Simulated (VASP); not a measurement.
# Li7CaNb8O24 (a cell with a defect) in VASP: further runs

The runs below take Li7CaNb8O24 (a cell with a defect) through single point, with PBE.

Everything below comes from runs of VASP 6.6.1. Logs are shortened: lines on timing, memory, paths and dates and some standing lists are left out, and cuts for length are marked.

## (1) The cell of the first run

The cell holds a defect, 40 atoms: a = 5.550 Å, b = 11.101 Å, c = 11.101 Å, α = 55.75°, β = 55.75°, γ = 55.75°.

## (2) Single point, PBE

INCAR reads:

```
ALGO = Normal
EDIFF = 1E-6
ENCUT = 650
GGA = PE
GGA_COMPAT = F
ISIF = 2
ISMEAR = 0
ISYM = -1
LASPH = T
LCHARG = T
LELF = T
LREAL = Auto
LVHAR = T
LWAVE = F
NBANDS = 166
NELECT = 278.0
NELM = 120
PREC = Accurate
SIGMA = 0.01
```

KPOINTS reads:

```
explicit points
1
Reciprocal
  0.25000000   0.25000000   0.25000000 1
```

POSCAR reads:

```
Li7CaNb8O24
1.0
    2.5949501352      1.4981951591      4.6722232478
   -5.1899002704      2.9963903182      9.3444464955
    0.0000000000     -5.9927806363      9.3444464955
Li Nb O Ca
7 8 24 1
Direct
    0.7186897006      0.3630187917      0.3610910763
    0.2127069177      0.1106546910      0.1093393565
    0.7347124018      0.3612032790      0.8527174592
    0.2271855541      0.1110958592      0.6027161491
    0.7089821729      0.8587958574      0.3673218667
    0.2117315980      0.6074910701      0.1156620372
    0.7188639183      0.8504684043      0.8609657711
    1.0260694531      0.4956418590      0.4943026765
    0.5037815148      0.2480073270      0.2473440775
    0.9929488373      0.4910496084      1.0125183354
    0.5164785632      0.2369359587      0.7557251402
    0.9841038687      1.0115898771      0.4958681298
    0.5007419904      0.7587207572      0.2411250203
    0.9990036208      0.9986927423      1.0005460866
    0.4782946447      0.7493816700      0.7572310620
    0.2950738360      0.3172246288      0.4417654899
    0.6277814831      0.4442280358      0.1449105579
    0.8900636297      0.1436863453      0.3129747127
    0.3894129493      0.0725202458      0.3893834318
    0.7787807237      0.1943375397      0.0670807133
    0.1348709467      0.3894556601      0.1962779828
    0.2702631047      0.3208373961      0.9421658678
    0.6855972740      0.4252128223      0.6452158946
    0.9008729104      0.1330978625      0.8180773521
    0.3988583050      0.0622045018      0.8894275623
    0.7873623064      0.1925013531      0.5675851757
    0.1694013015      0.3863304823      0.6912544680
    0.2882536710      0.8384205334      0.4270581342
    0.6376300185      0.9469041689      0.1329838636
    0.8835727286      0.6368499322      0.3266625151
    0.3899435406      0.5752317452      0.3899900581
    0.7816520928      0.6930289311      0.0715284165
    0.1349547464      0.8888052793      0.1940053243
    0.2657217463      0.8189104884      0.9459921635
    0.6473387113      0.9410027747      0.6331918257
    0.8505604425      0.6397882985      0.8407417293
    0.3809274260      0.5671631435      0.8848112777
    0.7731237386      0.6883341796      0.5793496964
    0.1342952361      0.8823810370      0.6933372768
    0.2377840521      0.6157982795      0.6194014327
```

Potentials or basis: VASP PAW PBE potentials, release 64 (Li_sv, Nb_sv, O, Ca_sv).

The run is started by

```
$ cat potpaw_PBE.64/Li_sv/POTCAR potpaw_PBE.64/Nb_sv/POTCAR potpaw_PBE.64/O/POTCAR potpaw_PBE.64/Ca_sv/POTCAR > POTCAR
$ mpirun -np 1 vasp_std > vasp.out
```

OUTCAR:

```text
EDIFF = 1E-6
   ENCUT = 650
   GGA = PE
   ISIF = 2
   ISMEAR = 0
   ISYM = -1
   LASPH = T
   LREAL = Auto
   NELECT = 278.0
   NELM = 120
   PREC = Accurate

 ion  position               nearest neighbor table
   1  0.719  0.363  0.361-  21 2.04  26 2.07  31 2.08  16 2.25
   2  0.213  0.111  0.109-  18 2.02  29 2.07  22 2.07  20 2.27
   3  0.735  0.361  0.853-  37 2.07  20 2.08  27 2.11  23 2.13
   4  0.227  0.111  0.603-  16 2.04  35 2.08  24 2.08  19 2.22  26 2.26
   5  0.709  0.859  0.367-  19 2.06  38 2.10  33 2.11  28 2.15
   6  0.212  0.607  0.116-  17 2.05  30 2.07  34 2.08  32 2.25  21 2.27
   7  0.719  0.850  0.861-  39 2.06  32 2.07  25 2.07  36 2.13
   8  0.026  0.496  0.494-  16 1.87  30 1.88  23 1.90  31 2.10  27 2.18  38 2.20
   9  0.504  0.248  0.247-  19 1.87  20 1.89  21 1.91  18 2.12  17 2.13  16 2.15
  10  0.993  0.491  0.013-  17 1.87  22 1.89  36 1.92  21 2.07  37 2.15  32 2.16
  11  0.516  0.237  0.756-  25 1.87  27 1.90  26 1.91  24 2.09  22 2.14  23 2.19
  12  0.984  0.012  0.496-  18 1.88  35 1.88  28 1.92  26 2.05  39 2.17  19 2.18
  13  0.501  0.759  0.241-  32 1.86  33 1.88  31 1.93  29 2.08  28 2.14  30 2.20
  14  0.999  0.999  0.001-  29 1.88  24 1.88  34 1.89  33 2.12  20 2.13  25 2.16
  15  0.478  0.749  0.757-  39 1.87  37 1.88  38 1.91  34 2.10  36 2.16  35 2.19
  16  0.295  0.317  0.442-   8 1.87   4 2.04   9 2.15   1 2.25
  17  0.628  0.444  0.145-  10 1.87   6 2.05   9 2.13
  18  0.890  0.144  0.313-  12 1.88   2 2.02   9 2.12
  19  0.389  0.073  0.389-   9 1.87   5 2.06  12 2.18   4 2.22
  20  0.779  0.194  0.067-   9 1.89   3 2.08  14 2.13   2 2.27
  21  0.135  0.389  0.196-   9 1.91   1 2.04  10 2.07   6 2.27
  22  0.270  0.321  0.942-  10 1.89   2 2.07  11 2.14
  23  0.686  0.425  0.645-   8 1.90   3 2.13  11 2.19  40 2.22
  24  0.901  0.133  0.818-  14 1.88   4 2.08  11 2.09
  25  0.399  0.062  0.889-  11 1.87   7 2.07  14 2.16
  26  0.787  0.193  0.568-  11 1.91  12 2.05   1 2.07   4 2.26
  27  0.169  0.386  0.691-  11 1.90   3 2.11   8 2.18  40 2.39
  28  0.288  0.838  0.427-  12 1.92  13 2.14   5 2.15  40 2.22
  29  0.638  0.947  0.133-  14 1.88   2 2.07  13 2.08
  30  0.884  0.637  0.327-   8 1.88   6 2.07  13 2.20
  31  0.390  0.575  0.390-  13 1.93   1 2.08   8 2.10  40 2.42
  32  0.782  0.693  0.072-  13 1.86   7 2.07  10 2.16   6 2.25
  33  0.135  0.889  0.194-  13 1.88   5 2.11  14 2.12
  34  0.266  0.819  0.946-  14 1.89   6 2.08  15 2.10
  35  0.647  0.941  0.633-  12 1.88   4 2.08  15 2.19
  36  0.851  0.640  0.841-  10 1.92   7 2.13  15 2.16  40 2.21
  37  0.381  0.567  0.885-  15 1.88   3 2.07  10 2.15
  38  0.773  0.688  0.579-  15 1.91   5 2.10   8 2.20  40 2.46
  39  0.134  0.882  0.693-  15 1.87   7 2.06  12 2.17
  40  0.238  0.616  0.619-  36 2.21  28 2.22  23 2.22  27 2.39  31 2.42  38 2.46

IMPORTANT INFORMATION: All symmetrisations will be switched off!
NOSYMM: (Re-)initialisation of all symmetry stuff for point group C_1.

----------------------------------------------------------------------------------------

                                     Primitive cell

  volume of cell :     435.9455

  direct lattice vectors                    reciprocal lattice vectors
     2.594950135  1.498195159  4.672223248     0.192681930  0.111244964  0.071343623
    -5.189900270  2.996390318  9.344446495    -0.096340965  0.055622482  0.035671811
     0.000000000 -5.992780636  9.344446495    -0.000000000 -0.111244964  0.035671811

  length of vectors
     5.550497727 11.100995454 11.100995454     0.233648626  0.116824313  0.116824313

  position of ions in fractional coordinates (direct lattice)
     0.718689701  0.363018792  0.361091076
     0.212706918  0.110654691  0.109339357
     0.734712402  0.361203279  0.852717459
     0.227185554  0.111095859  0.602716149
     0.708982173  0.858795857  0.367321867
     0.211731598  0.607491070  0.115662037
[... 32 lines left out ...]
     0.134295236  0.882381037  0.693337277
     0.237784052  0.615798279  0.619401433

  ion indices of the primitive-cell ions
   primitive index   ion index
                 1           1
                 2           2
                 3           3
                 4           4
                 5           5
                 6           6
[... 32 lines left out ...]
                39          39
                40          40

----------------------------------------------------------------------------------------

 KPOINTS: explicit points

Read explicit list of k-points.

 Found      1 k-points:

 Following reciprocal coordinates:
            Coordinates               Weight
  0.250000  0.250000  0.250000      1.000000
   k-points           NKPTS =      1   k-points in BZ     NKDIM =      1   number of bands    NBANDS=    166
   number of dos      NEDOS =    301   number of ions     NIONS =     40
   total plane-waves  NPLWV = 442368
   dimension x,y,z NGX =    48 NGY =   96 NGZ =   96
   dimension x,y,z NGXF=    96 NGYF=  192 NGZF=  192
   ions per type =               7   8  24   1
   NGX,Y,Z   is equivalent  to a cutoff of  14.38, 14.38, 14.38 a.u.
   NGXF,Y,Z  is equivalent  to a cutoff of  28.75, 28.75, 28.75 a.u.
 SYSTEM =  unknown system
   PREC   = accura    normal or accurate (medium, high low for compatibility)
   ISTART =      0    job   : 0-new  1-cont  2-samecut
   ICHARG =      2    charge: 1-file 2-atom 10-const
   ISPIN  =      1    spin polarized calculation?
   LNONCOLLINEAR =      F non collinear calculations
   LSORBIT =      F    spin-orbit coupling
   LASPH  =      T    aspherical Exc in radial PAW
   ENCUT  =  650.0 eV  47.77 Ry    6.91 a.u.  11.54 23.08 23.08*2*pi/ulx,y,z
   NELM   =    120;   NELMIN=  2; NELMDL= -5     # of ELM steps
   EDIFF  = 0.1E-05   stopping-criterion for ELM
   LREAL  =      T    real-space projection
   EDIFFG = 0.1E-04   stopping-criterion for IOM
   NSW    =      0    number of steps for IOM
   IBRION =     -1    ionic relax: 0-MD 1-quasi-New 2-CG
   NFREE  =      0    steps in history (QN), initial steepest desc. (CG)
   ISIF   =      2    stress and relaxation
   ISYM   =     -1    0-nonsym 1-usesym 2-fastsym
   POTIM  = 0.5000    time-step for ionic-motion
   TEBEG  =    0.0;   TEEND  =   0.0 temperature during run
   PSTRESS=    0.0 pullay stress
   NELECT =     278.0000    total number of electrons
   NUPDOWN=      -1.0000    fix difference up-down
   EMIN   =  10.00;   EMAX   =-10.00  energy-range for DOS
   EFERMI =   0.00;   METHOD = LEGACY
   ISMEAR =     0;   SIGMA  =   0.01  broadening in eV -4-tet -1-fermi 0-gaus
   EFERMI_NEDOS =   21; number of points for ismear=-14 and -15
   IALGO  =     38    algorithm
   IMIX   =      4    mixing-type and parameters
     AMIX     =   0.40;   BMIX     =  1.00
     AMIX_MAG =   1.60;   BMIX_MAG =  1.00
  volume/ion in A,a.u.               =      10.90        73.55
  Fermi-wavevector in a.u.,A,eV,Ry     =   1.409113  2.662837 27.015704  1.985598
  Thomas-Fermi vector in A             =   2.531202
   LORBIT       =      0    0 simple, 1 ext, 2 COOP (PROOUT), +10 PAW based schemes
   GGA     = PE    functional components
   LHFCALC =     F    Hartree Fock is set to
   AEXX    =    0.0000 exact exchange contribution
   IVDW    =     0    specifies the selected vdW correction
   LEPSILON=     F    determine dielectric tensor
   LRPA    =     F    only Hartree local field effects (RPA)
 non-spin polarized calculation
 Gauss-broadening in eV      SIGMA  =   0.01
  energy-cutoff  :      650.00
  volume of cell :      435.95
 maximum number of plane-waves:     16398
 NGX is ok and might be reduce to    48
   NGX = 23   NGY = 47   NGZ = 47

 number of electron     278.0000005 magnetization

 Free energy of the ion-electron system (eV)
  ---------------------------------------------------
  ext. energy  EPLUGINS =         0.00000000
  ---------------------------------------------------
  free energy    TOTEN  =      -327.76083681 eV

  energy without entropy =     -327.76083681  energy(sigma->0) =     -327.76083681

 E-fermi :   3.6160     XC(G=0): -10.7723

 val. band max:        3.5007917390   @ k =   0.2500   0.2500   0.2500
 cond. band min:       7.0876420159   @ k =   0.2500   0.2500   0.2500
 fundamental gap:      3.5868502770
 Fermi energy:         3.6160491037

 k-point     1 :       0.2500    0.2500    0.2500
  band No.  band energies     occupation
      1     -50.7125      2.00000
      2     -50.7026      2.00000
      3     -50.6882      2.00000
      4     -50.6682      2.00000
      5     -50.6580      2.00000
      6     -50.6538      2.00000
[... 143 lines left out ...]
    150       8.0771      0.00000
    151       8.1399      0.00000
 [bands above 151 left out]

------------------------ aborting loop because EDIFF is reached ----------------------------------------

  FORCE on cell =-STRESS in cart. coord.  units (eV):
  Direction    XX          YY          ZZ          XY          YZ          ZX
  --------------------------------------------------------------------------------------
  -------------------------------------------------------------------------------------
  Total       -0.5736847      0.4322328     -7.2987193     -0.1335289      0.0611868     -0.0113117
  in kB       -2.1083933      1.5885323    -26.8240908     -0.4907425      0.2248723     -0.0415726
  external PRESSURE =      -9.1146506 kB  Pullay stress =       0.0000000 kB

 VOLUME and BASIS-vectors are now :
 -----------------------------------------------------------------------------
  energy-cutoff  :      650.00
  volume of cell :      435.95
      direct lattice vectors                 reciprocal lattice vectors
     2.594950135  1.498195159  4.672223248     0.192681930  0.111244964  0.071343623
    -5.189900270  2.996390318  9.344446495    -0.096340965  0.055622482  0.035671811
     0.000000000 -5.992780636  9.344446495    -0.000000000 -0.111244964  0.035671811

 POSITION                                       TOTAL-FORCE (eV/Angst)
 -----------------------------------------------------------------------------------
     -0.01907      0.00054     10.12428         0.000799     -0.003938      0.001405
     -0.02232     -0.00501      3.04954        -0.002082     -0.001510     -0.001187
      0.03193     -2.92710     14.77616         0.000008      0.002962     -0.003305
      0.01296     -2.93869      7.73164        -0.002995      0.001519     -0.002767
     -2.61729      1.43420     14.76991        -0.000684      0.001260     -0.001858
     -2.60339      1.44436      7.74672        -0.003306     -0.001307     -0.001578
[... 32 lines left out ...]
     -4.23098     -1.30986     15.35167        -0.002479      0.008856     -0.013249
     -2.57889     -1.51052     12.65324         0.007189      0.001548      0.014093
 -----------------------------------------------------------------------------------
    total drift:                               -0.005021     -0.003447      0.006143

  FREE ENERGIE OF THE ION-ELECTRON SYSTEM (eV)
  ---------------------------------------------------
  free  energy   TOTEN  =      -327.7608368078 eV

  energy  without entropy=     -327.7608368078  energy(sigma->0) =     -327.76083681
```

Wall time 5.9 min (1 thread of Intel Xeon 6975P-C (Granite Rapids), shared host); peak memory 0.9 GiB.

What came out:

```
Free energy   : -327.7608 eV
Largest force : 0.057 eV/Å
```

Forces in eV/Å, atoms in the order of the input:
```
Li   0.001 -0.004  0.001
Li  -0.002 -0.002 -0.001
Li   0.000  0.003 -0.003
Li  -0.003  0.002 -0.003
Li  -0.001  0.001 -0.002
Li  -0.003 -0.001 -0.002
Li   0.000 -0.005  0.000
Nb   0.009 -0.017  0.020
Nb  -0.010 -0.009  0.030
Nb  -0.008  0.013  0.031
Nb   0.003  0.024  0.031
Nb   0.005  0.025  0.039
Nb   0.000  0.003  0.026
Nb   0.004 -0.012  0.021
Nb   0.007 -0.016  0.028
O   -0.005  0.011 -0.014
O    0.013 -0.002 -0.008
O   -0.005 -0.013 -0.009
O   -0.009  0.000 -0.010
O    0.007 -0.007 -0.007
O    0.009  0.007 -0.007
O   -0.005  0.004 -0.010
O    0.049  0.007  0.007
O   -0.010 -0.008 -0.011
O   -0.006 -0.009 -0.013
O    0.010 -0.016 -0.012
O    0.011 -0.003 -0.023
O   -0.036  0.042  0.008
O    0.013  0.002 -0.012
O   -0.006 -0.004 -0.015
O   -0.003  0.018 -0.020
O    0.007 -0.009 -0.010
O    0.004  0.014 -0.008
O   -0.005  0.016 -0.011
O    0.005 -0.007 -0.011
O   -0.022 -0.052  0.007
O   -0.012  0.002 -0.007
O   -0.010 -0.007 -0.021
O   -0.002  0.009 -0.013
Ca   0.007  0.002  0.014
```

Levels at points of the mesh, in eV from the Fermi level:
```tsv
k point	band 136	band 137	band 138	band 139	band 140	band 141	band 142	band 143
(0.25, 0.25, 0.25)	-0.23	-0.18	-0.15	-0.12	3.47	3.61	3.63	3.74
```

Caveat: the cell carries a net charge on a neutralising background, which shifts energy and pressure; the cell is charged against a uniform background, so pressure and absolute levels hang on convention.

(Part 1 of 2 ends here.)
